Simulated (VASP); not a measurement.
# NaCl in VASP: notebook, part 2 of 2

VASP 6.6.1. The steps go on from the part before.

## 5. Single point, PBE

This run uses another cell than the first one, of 11.70 Å³/atom, 1.031 times its volume.

Input file INCAR:

```
PREC = Accurate ; ENCUT = 520
EDIFF = 1E-7 ; ISMEAR = -1
SIGMA = 0.02 ; LREAL = F
LASPH = T ; NELM = 60
ALGO = Normal ; ISIF = 2
LWAVE = F ; LCHARG = T
GGA = PE ; LELF = T
LVHAR = T ; NBANDS = 14
```

Input file KPOINTS:

```
Automatic mesh
0
Gamma
  8 8 8
```

Input file POSCAR:

```
NaCl
1.0
    2.8600000000      0.0000000000      0.0000000000
    0.0000000000      2.8600000000      0.0000000000
    0.0000000000      0.0000000000      2.8600000000
Na Cl
1 1
Direct
    0.0000000000      0.0000000000      0.0000000000
    0.5000000000      0.5000000000      0.5000000000
```

Potentials or basis: VASP PAW PBE potentials, release 64 (Na_pv, Cl).

Command:

```
$ cat potpaw_PBE.64/Na_pv/POTCAR potpaw_PBE.64/Cl/POTCAR > POTCAR
$ mpirun -np 1 vasp_std > vasp.out
```

OUTCAR:

```text
PREC = Accurate
   ENCUT = 520
   EDIFF = 1E-7
   ISMEAR = -1
   LREAL = F
   LASPH = T
   NELM = 60
   ISIF = 2
   GGA = PE

 ion  position               nearest neighbor table
   1  0.000  0.000  0.000-   2 2.48   2 2.48   2 2.48   2 2.48   2 2.48   2 2.48   2 2.48   2 2.48

   2  0.500  0.500  0.500-   1 2.48   1 2.48   1 2.48   1 2.48   1 2.48   1 2.48   1 2.48   1 2.48

  LATTYP: Found a simple cubic cell.
 ALAT       =     2.8600000000

  Lattice vectors:

 A1 = (   2.8600000000,   0.0000000000,   0.0000000000)
 A2 = (   0.0000000000,   2.8600000000,   0.0000000000)
 A3 = (   0.0000000000,   0.0000000000,   2.8600000000)

Analysis of symmetry for initial positions (statically):
=====================================================================
 Subroutine PRICEL returns:
 Original cell was already a primitive cell.

 Routine SETGRP: Setting up the symmetry group for a
 simple cubic supercell.

 Subroutine GETGRP returns: Found 48 space group operations
 (whereof 48 operations were pure point group operations)
 out of a pool of 48 trial point group operations.

The static configuration has the point symmetry O_h .

Analysis of symmetry for dynamics (positions and initial velocities):
=====================================================================
 Subroutine PRICEL returns:
 Original cell was already a primitive cell.

 Routine SETGRP: Setting up the symmetry group for a
 simple cubic supercell.

 Subroutine GETGRP returns: Found 48 space group operations
 (whereof 48 operations were pure point group operations)
 out of a pool of 48 trial point group operations.

The dynamic configuration has the point symmetry O_h .

 Subroutine INISYM returns: Found 48 space group operations
 (whereof 48 operations are pure point group operations),
 and found     1 'primitive' translations

----------------------------------------------------------------------------------------

                                     Primitive cell

  volume of cell :      23.3937

  direct lattice vectors                    reciprocal lattice vectors
     2.860000000  0.000000000  0.000000000     0.349650350  0.000000000  0.000000000
     0.000000000  2.860000000  0.000000000     0.000000000  0.349650350  0.000000000
     0.000000000  0.000000000  2.860000000     0.000000000  0.000000000  0.349650350

  length of vectors
     2.860000000  2.860000000  2.860000000     0.349650350  0.349650350  0.349650350

  position of ions in fractional coordinates (direct lattice)
     0.000000000  0.000000000  0.000000000
     0.500000000  0.500000000  0.500000000

  ion indices of the primitive-cell ions
   primitive index   ion index
                 1           1
                 2           2

----------------------------------------------------------------------------------------

 KPOINTS: Automatic mesh

Automatic generation of k-mesh.
 Grid dimensions read from file:
 generate k-points for:    8    8    8

 Generating k-lattice:

  Cartesian coordinates                     Fractional coordinates (reciprocal lattice)
     0.043706294  0.000000000  0.000000000     0.125000000  0.000000000  0.000000000
     0.000000000  0.043706294  0.000000000     0.000000000  0.125000000  0.000000000
     0.000000000  0.000000000  0.043706294     0.000000000  0.000000000  0.125000000
[... 40 lines left out ...]
   number of dos      NEDOS =    301   number of ions     NIONS =      2
   total plane-waves  NPLWV =  13824
   dimension x,y,z NGX =    24 NGY =   24 NGZ =   24
   dimension x,y,z NGXF=    48 NGYF=   48 NGZF=   48
   ions per type =               1   1
   NGX,Y,Z   is equivalent  to a cutoff of  13.95, 13.95, 13.95 a.u.
   NGXF,Y,Z  is equivalent  to a cutoff of  27.90, 27.90, 27.90 a.u.
 SYSTEM =  unknown system
   PREC   = accura    normal or accurate (medium, high low for compatibility)
   ISTART =      0    job   : 0-new  1-cont  2-samecut
   ICHARG =      2    charge: 1-file 2-atom 10-const
   ISPIN  =      1    spin polarized calculation?
   LNONCOLLINEAR =      F non collinear calculations
   LSORBIT =      F    spin-orbit coupling
   LASPH  =      T    aspherical Exc in radial PAW
   ENCUT  =  520.0 eV  38.22 Ry    6.18 a.u.   5.32  5.32  5.32*2*pi/ulx,y,z
   NELM   =     60;   NELMIN=  2; NELMDL= -5     # of ELM steps
   EDIFF  = 0.1E-06   stopping-criterion for ELM
   LREAL  =      F    real-space projection
   EDIFFG = 0.1E-05   stopping-criterion for IOM
   NSW    =      0    number of steps for IOM
   IBRION =     -1    ionic relax: 0-MD 1-quasi-New 2-CG
   NFREE  =      0    steps in history (QN), initial steepest desc. (CG)
   ISIF   =      2    stress and relaxation
   ISYM   =      2    0-nonsym 1-usesym 2-fastsym
   POTIM  = 0.5000    time-step for ionic-motion
   TEBEG  =    0.0;   TEEND  =   0.0 temperature during run
   PSTRESS=    0.0 pullay stress
   NELECT =      14.0000    total number of electrons
   NUPDOWN=      -1.0000    fix difference up-down
   EMIN   =  10.00;   EMAX   =-10.00  energy-range for DOS
   EFERMI =   0.00;   METHOD = LEGACY
   ISMEAR =    -1;   SIGMA  =   0.02  broadening in eV -4-tet -1-fermi 0-gaus
   EFERMI_NEDOS =   21; number of points for ismear=-14 and -15
   IALGO  =     38    algorithm
   IMIX   =      4    mixing-type and parameters
     AMIX     =   0.40;   BMIX     =  1.00
     AMIX_MAG =   1.60;   BMIX_MAG =  1.00
  volume/ion in A,a.u.               =      11.70        78.93
  Fermi-wavevector in a.u.,A,eV,Ry     =   1.379595  2.607056 25.895713  1.903281
  Thomas-Fermi vector in A             =   2.504550
   LORBIT       =      0    0 simple, 1 ext, 2 COOP (PROOUT), +10 PAW based schemes
   GGA     = PE    functional components
   LHFCALC =     F    Hartree Fock is set to
   AEXX    =    0.0000 exact exchange contribution
   IVDW    =     0    specifies the selected vdW correction
   LEPSILON=     F    determine dielectric tensor
   LRPA    =     F    only Hartree local field effects (RPA)
 non-spin polarized calculation
  energy-cutoff  :      520.00
  volume of cell :       23.39
 maximum number of plane-waves:       647
 NGX is ok and might be reduce to    24
   NGX = 11   NGY = 11   NGZ = 11

 number of electron      13.9999997 magnetization

 Free energy of the ion-electron system (eV)
  ---------------------------------------------------
  ext. energy  EPLUGINS =         0.00000000
  ---------------------------------------------------
  free energy    TOTEN  =        -4.19962369 eV

  energy without entropy =       -4.19962369  energy(sigma->0) =       -4.19962369

 E-fermi :   7.2264     XC(G=0): -11.3704

 val. band max:        6.8069301419   @ k =   0.5000   0.5000   0.0000
 cond. band min:      11.2234047035   @ k =   0.5000   0.5000   0.0000
 fundamental gap:      4.4164745616
 Fermi energy:         7.2263537356

 k-point     1 :       0.0000    0.0000    0.0000
  band No.  band energies     occupation
      1     -15.8942      2.00000
      2     -15.8942      2.00000
      3     -15.8942      2.00000
      4     -10.1683      2.00000
      5       5.5487      2.00000
      6       5.5487      2.00000
      7       5.5487      2.00000
      8      13.4867      0.00000
      9      13.4867      0.00000
     10      14.2503      0.00000
     11      24.6378      0.00000
     12      24.6378      0.00000
     13      24.6378      0.00000
     14      29.3420      0.00000
[... 377 lines left out ...]
      1     -16.1628      2.00000
      2     -16.0985      2.00000
      3     -15.8713      2.00000
      4      -7.7646      2.00000
      5       1.2866      2.00000
      6       2.0779      2.00000
      7       5.7735      2.00000
      8      12.1701      0.00000
      9      17.4902      0.00000
     10      17.9950      0.00000
     11      18.9193      0.00000
     12      24.0940      0.00000
     13      24.5891      0.00000
     14      28.4841      0.00000

 [... further k-points ...]

------------------------ aborting loop because EDIFF is reached ----------------------------------------

  FORCE on cell =-STRESS in cart. coord.  units (eV):
  Direction    XX          YY          ZZ          XY          YZ          ZX
  --------------------------------------------------------------------------------------
  -------------------------------------------------------------------------------------
  Total        9.5112632      9.5112632      9.5112632     -0.0000000      0.0000000     -0.0000000
  in kB      651.4043912    651.4043912    651.4043912     -0.0000000      0.0000000     -0.0000000
  external PRESSURE =     651.4043912 kB  Pullay stress =       0.0000000 kB

 VOLUME and BASIS-vectors are now :
 -----------------------------------------------------------------------------
  energy-cutoff  :      520.00
  volume of cell :       23.39
      direct lattice vectors                 reciprocal lattice vectors
     2.860000000  0.000000000  0.000000000     0.349650350  0.000000000  0.000000000
     0.000000000  2.860000000  0.000000000     0.000000000  0.349650350  0.000000000
     0.000000000  0.000000000  2.860000000     0.000000000  0.000000000  0.349650350

 POSITION                                       TOTAL-FORCE (eV/Angst)
 -----------------------------------------------------------------------------------
      0.00000      0.00000      0.00000         0.000000      0.000000      0.000000
      1.43000      1.43000      1.43000         0.000000      0.000000      0.000000
 -----------------------------------------------------------------------------------
    total drift:                                0.000000     -0.000000     -0.000000

  FREE ENERGIE OF THE ION-ELECTRON SYSTEM (eV)
  ---------------------------------------------------
  free  energy   TOTEN  =        -4.1996236868 eV

  energy  without entropy=       -4.1996236868  energy(sigma->0) =       -4.19962369
```

OSZICAR:

```text
N       E                     dE             d eps       ncg     rms          rms(c)
DAV:   1     0.106031413456E+03    0.10603E+03   -0.73550E+03   998   0.121E+03
DAV:   2     0.117147403627E+01   -0.10486E+03   -0.96505E+02  1094   0.322E+02
DAV:   3    -0.444896969083E+01   -0.56204E+01   -0.55852E+01  1298   0.666E+01
DAV:   4    -0.451444258062E+01   -0.65473E-01   -0.65453E-01  1100   0.724E+00
DAV:   5    -0.451531515264E+01   -0.87257E-03   -0.87256E-03  1316   0.889E-01    0.581E+00
DAV:   6    -0.425374492337E+01    0.26157E+00   -0.22616E-01  1308   0.578E+00    0.391E+00
DAV:   7    -0.420070300170E+01    0.53042E-01   -0.13557E-01  1324   0.382E+00    0.184E+00
DAV:   8    -0.419975365349E+01    0.94935E-03   -0.10363E-02  1076   0.115E+00    0.329E-01
DAV:   9    -0.419961250393E+01    0.14115E-03   -0.25669E-04  1282   0.275E-01    0.771E-02
DAV:  10    -0.419962187016E+01   -0.93662E-05   -0.40163E-05  1264   0.121E-01    0.294E-02
DAV:  11    -0.419962335902E+01   -0.14889E-05   -0.52805E-06  1196   0.233E-02    0.794E-03
DAV:  12    -0.419962365736E+01   -0.29834E-06   -0.42106E-07  1190   0.592E-03    0.845E-04
DAV:  13    -0.419962368676E+01   -0.29405E-07   -0.31241E-08   808   0.145E-03
   1 F= -.41996237E+01 E0= -.41996237E+01  d E =-.405142E-11
```

It took 11 s on 1 thread of Intel Xeon 8259CL, shared host; peak memory 0.14 GiB.

What came out:

| Quantity | Value |
| --- | --- |
| Free energy | -4.1996 eV |
| Pressure | 65.1 GPa |
| Band gap on the k mesh | 4.42 eV, direct |

## 6. The runs side by side

| cell | gap on the mesh (eV) | pressure (GPa) |
| --- | --- | --- |
| a = 2.860, b = 2.860, c = 2.774 Å, 2 atoms | 4.00 | 73.4 |
| a = 2.860, b = 2.860, c = 2.946 Å, 2 atoms | 4.39 | 58.0 |
| a = 2.917, b = 2.917, c = 2.860 Å, 2 atoms | 4.39 | 55.6 |
| a = 2.860 Å, 2 atoms | 4.42 | 65.1 |

Alike in all rows: task single point; level PBE; potentials or basis VASP PAW PBE potentials, release 64 (Na_pv, Cl); no spin polarisation; k mesh 8 × 8 × 8; cutoff (eV) 520; smearing fermi-dirac 0.02 eV.

Total energies depend on the potentials used, so only differences within one code and one set of settings carry meaning.
